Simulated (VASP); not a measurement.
Crystal: SiO2.

```
CELL_PARAMETERS angstrom
-2.37405 2.37405 3.74400
2.37405 -2.37405 3.74400
2.37405 2.37405 -3.74400
ATOMIC_POSITIONS crystal
Si 0.00000 0.00000 0.00000
Si 0.75000 0.25000 0.50000
O 0.99838 0.62500 0.87338
O 0.37500 0.24838 0.37338
O 0.75162 0.12500 0.12662
O 0.87500 0.00162 0.62662
```

| Item | Value |
| --- | --- |
| Program | VASP 6.6.1 |
| Task | relaxation of cell and atoms |
| Functional | LDA |
| Potentials or basis | VASP PAW LDA potentials, release 64 (Si, O) |
| Cutoff | 600 eV |
| k mesh | 8 × 8 × 8 |
| Occupations | gaussian, width 0.02 eV |
| Spin | no spin polarisation |

At the start: pressure -2.6 GPa; volume 14.07 Å³/atom.

Q: How do energy, volume and symmetry change on relaxing?

A: Over 24 steps the energy falls by 7.5 meV/atom and the volume is 14.74 Å³/atom (+4.8 %); space group I-42d (No. 122, to 0.1 Å) before and after.

Step by step:
```
step  energy change (eV)  largest force (eV/Å)  pressure (GPa)  volume (Å³)
   1              0.0000                0.2583           -2.61        84.41
   2              0.0113                0.2907            4.62        81.64
   3             -0.0138                0.0302            0.35        83.21
   4             -0.0181                0.0401            0.31        83.35
   5             -0.0264                0.0688            0.20        83.73
   6             -0.0232                0.1197           -0.08        84.43
   7             -0.0283                0.0887            0.11        84.01
   8             -0.0312                0.0563            0.41        84.32
   9             -0.0363                0.0319            1.24        85.24
  10             -0.0339                0.1642            2.59        87.09
  11             -0.0370                0.0950            1.87        85.99
  12             -0.0374                0.0923            1.82        86.07
  13             -0.0385                0.0845            1.67        86.30
  14             -0.0405                0.0683            1.38        86.76
  15             -0.0434                0.0367            0.79        87.70
  16             -0.0439                0.0268           -0.42        89.59
  17             -0.0445                0.0023            0.12        88.75
  18             -0.0445                0.0005            0.09        88.81
  19             -0.0446                0.0005            0.08        88.79
  20             -0.0447                0.0023            0.06        88.76
  21             -0.0449                0.0062            0.00        88.68
  22             -0.0451                0.0139           -0.12        88.54
  23             -0.0451                0.0001            0.08        88.41
  24             -0.0451                0.0036            0.03        88.44
```

Final structure:
```
CELL_PARAMETERS angstrom
-2.46433 2.46433 3.64082
2.46433 -2.46433 3.64082
2.46433 2.46433 -3.64082
ATOMIC_POSITIONS crystal
Si 0.00000 0.00000 0.00000
Si 0.75000 0.25000 0.50000
O 0.97481 0.62500 0.84981
O 0.37500 0.22481 0.34981
O 0.77519 0.12500 0.15019
O 0.87500 0.02519 0.65019
```
